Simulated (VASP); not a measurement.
Here is a VASP 6.6.1 calculation.

INCAR

```
PREC = Accurate ; ENCUT = 520
EDIFF = 1E-6 ; ISMEAR = -1
SIGMA = 0.1 ; LREAL = False
LASPH = True ; NELM = 60
ALGO = Normal ; ISIF = 2
LWAVE = False ; LCHARG = False
GGA = PS ; NBANDS = 8
```

File KPOINTS:

```
regular mesh
0
Gamma
  16 16 16
```

Contents of POSCAR:

```
Al
1.0
    0.0000000000      2.0073479706      2.0073479706
    2.0073479706      0.0000000000      2.0073479706
    2.0073479706      2.0073479706      0.0000000000
Al
1
Direct
    0.0000000000      0.0000000000      0.0000000000
```

Potentials or basis: VASP PAW PBE potentials, release 64 (Al).

Launch:

```sh
$ cat potpaw_PBE.64/Al/POTCAR > POTCAR
$ mpirun -np 1 vasp_std > vasp.out
```

**Question.** Predict the pressure.

**Answer.** 0.1 GPa.

Caveat: the PAW data sets were made with another functional, which shifts forces and pressure a little.
